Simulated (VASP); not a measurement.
# CCl2F2 (I4/mmm) in VASP: settings compared

Aim: see how the results for CCl2F2 move with the level of theory and the settings. Levels: PBEsol, r2SCAN+rVV10. Tasks: single point, relaxation of cell and atoms.

Everything below comes from runs of VASP 6.6.1. Logs are shortened: lines on timing, memory, paths and dates and some standing lists are left out, and cuts for length are marked.

## (1) The cell of the first run

The structure is tetragonal, space group I4/mmm (No. 139). Conventional cell: a = 3.226 Å, b = 3.226 Å, c = 11.921 Å, α = 90.00°, β = 90.00°, γ = 90.00°. C (site symmetry 4/mmm) has 8 Cl at 2.57 Å and 4 C at 3.23 Å and 8 F at 3.39 Å within 3.4 Å. Cl (site symmetry 4mm) has 1 Cl at 2.35 Å and 4 F at 2.42 Å and 4 C at 2.57 Å within 3.1 Å. Within 3.0 Å of F (site symmetry -4m2) lie 4 F at 2.28 Å and 4 Cl at 2.42 Å.

## (2) Single point, PBEsol

INCAR reads:

```
ALGO = Normal
EDIFF = 1E-6
ENCUT = 520
GGA = PS
ISIF = 2
ISMEAR = -1
LASPH = T
LCHARG = F
LREAL = F
LWAVE = F
NBANDS = 24
NELM = 80
PREC = Accurate
SIGMA = 0.03
```

KPOINTS reads:

```
k-points
0
Gamma
  8 8 8
```

POSCAR reads:

```
CCl2F2
1.0
   -1.6130838859      1.6130838859      5.9603392211
    1.6130838859     -1.6130838859      5.9603392211
    1.6130838859      1.6130838859     -5.9603392211
C Cl F
1 2 2
Direct
    0.0000000000      0.0000000000      0.0000000000
    0.5986507100      0.5986507100      0.0000000000
    0.4013492900      0.4013492900      0.0000000000
    0.7500000000      0.2500000000      0.5000000000
    0.2500000000      0.7500000000      0.5000000000
```

Potentials or basis: VASP PAW PBE potentials, release 64 (C, Cl, F).

Started as:

```console
cat potpaw_PBE.64/C/POTCAR potpaw_PBE.64/Cl/POTCAR potpaw_PBE.64/F/POTCAR > POTCAR
mpirun -np 1 vasp_std > vasp.out
```

OUTCAR:

```text
EDIFF = 1E-6
   ENCUT = 520
   GGA = PS
   ISIF = 2
   ISMEAR = -1
   LASPH = T
   LREAL = F
   NELM = 80
   PREC = Accurate

 ion  position               nearest neighbor table
   1  0.000  0.000  0.000-
   2  0.599  0.599  0.000-   3 2.35
   3  0.401  0.401  0.000-   2 2.35
   4  0.750  0.250  0.500-
   5  0.250  0.750  0.500-

  LATTYP: Found a body centered tetragonal cell.
 ALAT       =     3.2261677718
 C/A-ratio  =     3.6949964433

  Lattice vectors:

 A1 = (  -1.6130838859,   1.6130838859,   5.9603392211)
 A2 = (   1.6130838859,  -1.6130838859,   5.9603392211)
 A3 = (   1.6130838859,   1.6130838859,  -5.9603392211)

Analysis of symmetry for initial positions (statically):
=====================================================================
 Subroutine PRICEL returns:
 Original cell was already a primitive cell.

 Routine SETGRP: Setting up the symmetry group for a
 body centered tetragonal supercell.

 Subroutine GETGRP returns: Found 16 space group operations
 (whereof 16 operations were pure point group operations)
 out of a pool of 16 trial point group operations.

The static configuration has the point symmetry D_4h.

Analysis of symmetry for dynamics (positions and initial velocities):
=====================================================================
 Subroutine PRICEL returns:
 Original cell was already a primitive cell.

 Routine SETGRP: Setting up the symmetry group for a
 body centered tetragonal supercell.

 Subroutine GETGRP returns: Found 16 space group operations
 (whereof 16 operations were pure point group operations)
 out of a pool of 16 trial point group operations.

The dynamic configuration has the point symmetry D_4h.

 Subroutine INISYM returns: Found 16 space group operations
 (whereof 16 operations are pure point group operations),
 and found     1 'primitive' translations

----------------------------------------------------------------------------------------

                                     Primitive cell

  volume of cell :      62.0362

  direct lattice vectors                    reciprocal lattice vectors
[... 88 lines left out ...]
   LNONCOLLINEAR =      F non collinear calculations
   LSORBIT =      F    spin-orbit coupling
   LASPH  =      T    aspherical Exc in radial PAW
   ENCUT  =  520.0 eV  38.22 Ry    6.18 a.u.  11.87 11.87 11.87*2*pi/ulx,y,z
   NELM   =     80;   NELMIN=  2; NELMDL= -5     # of ELM steps
   EDIFF  = 0.1E-05   stopping-criterion for ELM
   LREAL  =      F    real-space projection
   EDIFFG = 0.1E-04   stopping-criterion for IOM
   NSW    =      0    number of steps for IOM
   IBRION =     -1    ionic relax: 0-MD 1-quasi-New 2-CG
   NFREE  =      0    steps in history (QN), initial steepest desc. (CG)
   ISIF   =      2    stress and relaxation
   ISYM   =      2    0-nonsym 1-usesym 2-fastsym
   POTIM  = 0.5000    time-step for ionic-motion
   TEBEG  =    0.0;   TEEND  =   0.0 temperature during run
   PSTRESS=    0.0 pullay stress
   NELECT =      32.0000    total number of electrons
   NUPDOWN=      -1.0000    fix difference up-down
   EMIN   =  10.00;   EMAX   =-10.00  energy-range for DOS
   EFERMI =   0.00;   METHOD = LEGACY
   ISMEAR =    -1;   SIGMA  =   0.03  broadening in eV -4-tet -1-fermi 0-gaus
   EFERMI_NEDOS =   21; number of points for ismear=-14 and -15
   IALGO  =     38    algorithm
   IMIX   =      4    mixing-type and parameters
     AMIX     =   0.40;   BMIX     =  1.00
     AMIX_MAG =   1.60;   BMIX_MAG =  1.00
  volume/ion in A,a.u.               =      12.41        83.73
  Fermi-wavevector in a.u.,A,eV,Ry     =   1.312935  2.481087 23.453697  1.723798
  Thomas-Fermi vector in A             =   2.443293
   LORBIT       =      0    0 simple, 1 ext, 2 COOP (PROOUT), +10 PAW based schemes
   GGA     = PS    functional components
   LHFCALC =     F    Hartree Fock is set to
   AEXX    =    0.0000 exact exchange contribution
   IVDW    =     0    specifies the selected vdW correction
   LEPSILON=     F    determine dielectric tensor
   LRPA    =     F    only Hartree local field effects (RPA)
 non-spin polarized calculation
  energy-cutoff  :      520.00
  volume of cell :       62.04
 maximum number of plane-waves:      1696
   NGX = 23   NGY = 23   NGZ = 23

 number of electron      31.9999997 magnetization

 Free energy of the ion-electron system (eV)
  ---------------------------------------------------
  ext. energy  EPLUGINS =         0.00000000
  ---------------------------------------------------
  free energy    TOTEN  =       -10.82103111 eV

  energy without entropy =      -10.81039549  energy(sigma->0) =      -10.81571330

 E-fermi :   3.2592     XC(G=0): -10.9478

 val. band max:        3.2556866041   @ k =   0.5000   0.3750   0.0000
 cond. band min:       3.2677247394   @ k =  -0.3750  -0.3750   0.1250
 fundamental gap:      0.0120381353
 Fermi energy:         3.2592385145

 k-point     1 :       0.0000    0.0000    0.0000
  band No.  band energies     occupation
      1     -18.6457      2.00000
      2     -16.4777      2.00000
      3     -14.2261      2.00000
      4     -12.2089      2.00000
      5      -5.4428      2.00000
      6      -1.4222      2.00000
[... 637 lines left out ...]
     23      15.8476      0.00000
     24      15.9863      0.00000

 [... further k-points ...]

------------------------ aborting loop because EDIFF is reached ----------------------------------------

  FORCE on cell =-STRESS in cart. coord.  units (eV):
  Direction    XX          YY          ZZ          XY          YZ          ZX
  --------------------------------------------------------------------------------------
  -------------------------------------------------------------------------------------
  Total       -0.1361481     -0.1361481     -0.0924467      0.0000000     -0.0000000      0.0000000
  in kB       -3.5162295     -3.5162295     -2.3875760      0.0000000     -0.0000000      0.0000000
  external PRESSURE =      -3.1400117 kB  Pullay stress =       0.0000000 kB

 VOLUME and BASIS-vectors are now :
 -----------------------------------------------------------------------------
  energy-cutoff  :      520.00
  volume of cell :       62.04
      direct lattice vectors                 reciprocal lattice vectors
    -1.613083886  1.613083886  5.960339221     0.000000000  0.309965281  0.083887843
     1.613083886 -1.613083886  5.960339221     0.309965281  0.000000000  0.083887843
     1.613083886  1.613083886 -5.960339221     0.309965281  0.309965281  0.000000000

 POSITION                                       TOTAL-FORCE (eV/Angst)
 -----------------------------------------------------------------------------------
      0.00000      0.00000      0.00000        -0.000000     -0.000000     -0.000000
      0.00000      0.00000      7.13632         0.000000      0.000000     -0.021473
      0.00000      0.00000      4.78436         0.000000      0.000000      0.021473
      0.00000      1.61308      2.98017        -0.000000     -0.000000     -0.000000
      1.61308      0.00000      2.98017        -0.000000     -0.000000     -0.000000
 -----------------------------------------------------------------------------------
    total drift:                                0.000000     -0.000000      0.000000

  FREE ENERGIE OF THE ION-ELECTRON SYSTEM (eV)
  ---------------------------------------------------
  free  energy   TOTEN  =       -10.8210311073 eV

  energy  without entropy=      -10.8103954926  energy(sigma->0) =      -10.81571330
```

Run time: 3.1 min. Hardware: 1 thread of AMD EPYC 9R45 (Zen 5), shared host; peak memory 0.3 GiB.

What came out:

```
Free energy            : -10.8210 eV
Pressure               : -0.3 GPa
Largest force          : 0.021 eV/Å
Band gap on the k mesh : zero (bands 16 and 17 overlap by 0.44 eV)
```

Forces on the atoms (eV/Å):
```
C    0.000  0.000  0.000
Cl   0.000  0.000 -0.021
Cl   0.000  0.000  0.021
F    0.000  0.000  0.000
F    0.000  0.000  0.000
```

Levels at points of the mesh, in eV from the Fermi level:
```
           k point  band 13  band 14  band 15  band 16  band 17  band 18  band 19  band 20
(0.00, 0.00, 0.00)    -1.00    -1.00    -0.76    -0.27    -0.27     1.81     1.95     1.95
(0.50, 0.00, 0.00)    -1.45    -1.42    -1.15    -0.76    -0.08     0.21     0.93     2.07
(0.50, 0.50, 0.00)    -2.40    -0.72    -0.69     0.18     0.18     0.66     1.70     2.35
(0.50, 0.50, 0.50)    -1.80    -1.25    -1.00    -0.10    -0.10     0.71     2.04     2.04
```

Caveat: semilocal functionals underestimate gaps, and a narrow one can read as zero; the PAW data sets were made with another functional, which shifts forces and pressure a little.

## (3) Single point, r2SCAN+rVV10

This run uses another cell than the first one, of 12.76 Å³/atom.

POSCAR reads:

```
CCl2F2
1.0
   -1.6325147474      1.6325147474      5.9831454456
    1.6325147474     -1.6325147474      5.9831454456
    1.6325147474      1.6325147474     -5.9831454456
C Cl F
1 2 2
Direct
    0.0000000000      0.0000000000      0.0000000000
    0.5992567774      0.5992567774      0.0000000000
    0.4007432226      0.4007432226      0.0000000000
    0.7500000000      0.2500000000      0.5000000000
    0.2500000000      0.7500000000      0.5000000000
```

INCAR.step1 reads:

```
SYSTEM = CCl2F2
PREC = Accurate
ENCUT = 520
ISMEAR = -1
SIGMA = 0.03
LREAL = .FALSE.
LASPH = .TRUE.
NELM = 60
NBANDS = 24
GGA = PE
ALGO = Normal
EDIFF = 1E-4
LWAVE = .TRUE.
LCHARG = .FALSE.
```

INCAR.step2 reads:

```
SYSTEM = CCl2F2
PREC = Accurate
ENCUT = 520
EDIFF = 1E-6
ISMEAR = -1
SIGMA = 0.03
LREAL = .FALSE.
LASPH = .TRUE.
NELM = 60
ALGO = Normal
ISIF = 2
LWAVE = .FALSE.
LCHARG = .FALSE.
METAGGA = R2SCAN
LMIXTAU = .TRUE.
LUSE_VDW = .TRUE.
IVDW_NL = 2
BPARAM = 11.95
CPARAM = 0.0093
NBANDS = 24
ISTART = 1
```

KPOINTS reads:

```
regular mesh
0
G
  10 10 10
  0 0 0
```

Potentials or basis: VASP PAW PBE potentials, release 64 (C, Cl, F).

Started as:

```console
cat potpaw_PBE.64/C/POTCAR potpaw_PBE.64/Cl/POTCAR potpaw_PBE.64/F/POTCAR > POTCAR
cp INCAR.step1 INCAR
mpirun -np 1 vasp_std > vasp.out
cp INCAR.step2 INCAR
mpirun -np 1 vasp_std > vasp.out
```

Wall time 23 min (1 thread of AMD EPYC 9R45 (Zen 5), shared host); peak memory 0.79 GiB.

It converged, with:

| Property | Result |
| --- | --- |
| Free energy | -20.0985 eV |
| Pressure | -0.3 GPa |
| Largest force | 0.041 eV/Å |
| Band gap on the k mesh | zero (bands 16 and 17 overlap by 0.43 eV) |

Forces on the atoms (eV/Å):
```
C    0.000  0.000  0.000
Cl   0.000  0.000 -0.041
Cl   0.000  0.000  0.041
F    0.000  0.000  0.000
F    0.000  0.000  0.000
```

Levels at points of the mesh, in eV from the Fermi level:
```
           k point  band 12  band 13  band 14  band 15  band 16  band 17  band 18  band 19  band 20  band 21
(0.00, 0.00, 0.00)    -1.76    -1.08    -1.08    -0.76    -0.28    -0.28     1.83     1.95     1.95     8.24
(0.50, 0.00, 0.00)    -1.82    -1.42    -1.36    -1.23    -0.82    -0.06     0.29     0.96     2.01    10.23
(0.50, 0.50, 0.00)    -2.65    -2.28    -0.71    -0.66     0.15     0.15     0.71     1.76     2.37    11.31
(0.50, 0.50, 0.50)    -2.09    -1.75    -1.24    -0.99    -0.12    -0.12     0.74     2.03     2.03     7.86
```

Caveat: semilocal functionals underestimate gaps, and a narrow one can read as zero; the PAW data sets were made with another functional, which shifts forces and pressure a little.

## (4) Relaxation of cell and atoms, PBEsol

This run uses another cell than the first one, of 20.00 Å³/atom.

INCAR reads:

```
SYSTEM = CCl2F2
PREC = Accurate ; ENCUT = 600
EDIFF = 1E-6 ; ISMEAR = -1
SIGMA = 0.03 ; LREAL = .False.
LASPH = .True. ; NELM = 80
ALGO = Normal ; ISIF = 3
LWAVE = .False. ; LCHARG = .False.
GGA = PS ; IBRION = 2
NSW = 100 ; EDIFFG = -0.01
```

KPOINTS reads:

```
Automatic mesh
0
Gamma
  8 8 8
  0 0 0
```

POSCAR reads:

```
CCl2F2
1.0
   -2.1741472300      2.1741472300      5.2894639600
    2.1741472300     -2.1741472300      5.2894639600
    2.1741472300      2.1741472300     -5.2894639600
C Cl F
1 2 2
Direct
    0.0000000000      0.0000000000      0.0000000000
    0.6306787600      0.6306787600      0.0000000000
    0.3693212400      0.3693212400      0.0000000000
    0.7500000000      0.2500000000      0.5000000000
    0.2500000000      0.7500000000      0.5000000000
```

Started as:

```console
cat potpaw_PBE.64/C/POTCAR potpaw_PBE.64/Cl/POTCAR potpaw_PBE.64/F/POTCAR > POTCAR
mpirun -np 1 vasp_std > vasp.out
```

It took 51 min on 1 thread of AMD EPYC 9R45 (Zen 5), shared host; peak memory 0.43 GiB.

Results (log left out):

| Property | Result |
| --- | --- |
| Free energy | -10.8531 eV |
| Relaxed volume | 12.40 Å³/atom |
| Relaxed cell | a = 6.372 Å, b = 6.372 Å, c = 6.372 Å, α = 150.65°, β = 150.65°, γ = 41.99° |
| Space group after relaxing (to 0.1 Å) | I4/mmm (No. 139) |
| Energy gained by relaxing | 589.2 meV/atom |
| Ionic steps | 22 |
| Pressure after relaxing | -0.1 GPa |
| Band gap on the k mesh | zero (bands 16 and 17 overlap by 0.44 eV) |

Stress tensor (GPa, compression positive):
```
-0.09  0.00  0.00
 0.00 -0.09  0.00
 0.00  0.00 -0.01
```

Step by step:
| step | energy change (eV) | largest force (eV/Å) | pressure (GPa) | volume (Å³) |
| --- | --- | --- | --- | --- |
| 1 | 0.0000 | 0.7287 | -7.48 | 100.01 |
| 2 | -0.6243 | 1.2809 | -5.78 | 87.10 |
| 3 | -1.0579 | 2.1234 | 0.23 | 73.44 |
| 4 | -1.0669 | 2.4653 | 4.84 | 68.38 |
| 5 | -1.3902 | 2.1530 | 8.08 | 64.33 |
| 6 | -1.4951 | 0.0911 | 14.58 | 59.90 |
| 7 | -1.5175 | 1.1588 | 11.59 | 61.60 |
| 8 | -1.9988 | 1.0353 | 5.87 | 64.02 |
| 9 | -2.0651 | 2.8964 | 3.47 | 66.07 |
| 10 | -2.4636 | 0.9800 | -2.92 | 69.08 |
| 11 | -2.5709 | 0.2092 | -6.14 | 71.17 |
| 12 | -2.5772 | 0.1180 | -6.68 | 71.66 |
| 13 | -2.7300 | 0.1391 | -5.78 | 69.03 |
| 14 | -2.9171 | 0.3085 | -2.17 | 63.91 |
| 15 | -2.9269 | 0.3358 | 0.52 | 61.64 |
| 16 | -2.9304 | 0.3348 | -0.54 | 62.43 |
| 17 | -2.9400 | 0.2287 | -0.18 | 62.12 |
| 18 | -2.9448 | 0.0231 | 0.19 | 61.78 |
| 19 | -2.9449 | 0.0135 | 0.19 | 61.72 |
| 20 | -2.9449 | 0.0233 | 0.26 | 61.70 |
| 21 | -2.9458 | 0.0132 | 0.14 | 61.85 |
| 22 | -2.9460 | 0.0004 | -0.06 | 62.00 |

Final structure:
```yaml
crystal:
  lattice:
    - [-1.61415, 1.61415, 5.94890]
    - [1.61415, -1.61415, 5.94890]
    - [1.61415, 1.61415, -5.94890]
  atoms:
    - { symbol: C, position: [0.00000, 0.00000, 0.00000] }
    - { symbol: Cl, position: [0.59860, 0.59860, 0.00000] }
    - { symbol: Cl, position: [0.40140, 0.40140, 0.00000] }
    - { symbol: F, position: [0.75000, 0.25000, 0.50000] }
    - { symbol: F, position: [0.25000, 0.75000, 0.50000] }
```

Levels at points of the mesh, in eV from the Fermi level:
```csv
k point,band 13,band 14,band 15,band 16,band 17,band 18,band 19,band 20
"(0.00, 0.00, 0.00)",-0.99,-0.99,-0.76,-0.27,-0.27,1.82,1.95,1.95
"(0.50, 0.00, 0.00)",-1.45,-1.41,-1.15,-0.75,-0.08,0.19,0.95,2.07
"(0.50, 0.50, 0.00)",-2.39,-0.72,-0.67,0.17,0.17,0.69,1.72,2.36
"(0.50, 0.50, 0.50)",-1.80,-1.23,-1.00,-0.10,-0.10,0.72,2.04,2.04
```

Caveat: the volume moved by over 15 % at a fixed basis, so the end points are rough; semilocal functionals underestimate gaps, and a narrow one can read as zero; the PAW data sets were made with another functional, which shifts forces and pressure a little.

## (5) Summary

| task | level | cell | k mesh | cutoff (eV) | gap on the mesh (eV) | pressure (GPa) | largest force (eV/Å) |
| --- | --- | --- | --- | --- | --- | --- | --- |
| single point | PBEsol | a = 6.382 Å, angles 150.7, 150.7, 41.9°, 5 atoms, atomic positions A | 8 × 8 × 8 | 520 | none | -0.3 | 0.02 |
| single point | r2SCAN+rVV10 | a = 6.413 Å, angles 150.5, 150.5, 42.2°, 5 atoms, atomic positions B | 10 × 10 × 10 | 520 | none | -0.3 | 0.04 |
| relaxation of cell and atoms | PBEsol | relaxed from a = 6.118 Å, angles 138.4, 138.4, 60.3°, 5 atoms, atomic positions C | 8 × 8 × 8 | 600 | none | -0.1 | - |

Alike in all rows: potentials or basis VASP PAW PBE potentials, release 64 (C, Cl, F); no spin polarisation; smearing fermi-dirac 0.03 eV.

Caveats: semilocal functionals underestimate gaps, and a narrow one can read as zero; the PAW data sets were made with another functional, which shifts forces and pressure a little; the volume moved by over 15 % at a fixed basis, so the end points are rough (at least some runs).

Total energies depend on the potentials used, so only differences within one code and one set of settings carry meaning.
